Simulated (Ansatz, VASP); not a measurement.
**One calculation of SiGe, two programs**

File INCAR:

```
  PREC = Accurate
  ENCUT = 500
  EDIFF = 1E-6
  ISMEAR = -1
  SIGMA = 0.02
  LREAL = False
  LASPH = True
  NELM = 120
  ALGO = Normal
  ISIF = 2
  LWAVE = False
  LCHARG = False
  GGA = PE
  NBANDS = 26
  GGA_COMPAT = False
```

The input KPOINTS:

```
Automatic mesh
0
Gamma
  6 6 4
```

The input POSCAR:

```
SiGe
1.0
    3.6862437509      0.0000000000      0.0000000000
   -1.8431218755      3.1923807328      0.0000000000
    0.0000000000      0.0000000000      6.1306785931
Ge Si
2 2
Direct
    0.0000000000      0.0000000000      0.0000000000
    0.0000000000      0.0000000000      0.5000000000
    0.3333333333      0.6666666667      0.2500000000
    0.6666666667      0.3333333333      0.7500000000
```

Input for Ansatz:

```yaml
crystal:
  lattice:
    - [3.6862437509, 0.0, 0.0]
    - [-1.8431218755, 3.1923807328, 0.0]
    - [0.0, 0.0, 6.1306785931]
  atoms:
    - { symbol: Ge, position: [0.0, 0.0, 0.0] }
    - { symbol: Ge, position: [0.0, 0.0, 0.5] }
    - { symbol: Si, position: [0.3333333333, 0.6666666667, 0.25] }
    - { symbol: Si, position: [0.6666666667, 0.3333333333, 0.75] }
kpoints:
  mp_grid: { grid: [6, 6, 4] }
hamiltonian:
  xc: pbe
scf:
  occupations: { method: fermi_dirac, width: 0.02 }
  n_extra_bands: 5
  mixing: { preconditioner: none }
output:
  forces: true
  stress: true
  eigenvalues: true
```

Alike in both runs: task single point; functional PBE; k mesh 6 × 6 × 4; occupations fermi-dirac, width 0.02 eV; no spin polarisation.

```csv
,VASP,Ansatz
version,VASP 6.6.1,Ansatz 0.2.0
potentials or method,"VASP PAW PBE potentials, release 64 (Ge_d, Si)",plane waves
plane-wave cutoff (eV),500,420
valence electrons in the cell,36,36
```

```csv
,VASP,Ansatz,Ansatz less VASP
pressure (GPa),1.5,1.6,+0.13
"traceless stress, the component that is largest in VASP (GPa)",2.09,2.09,-0.005
```
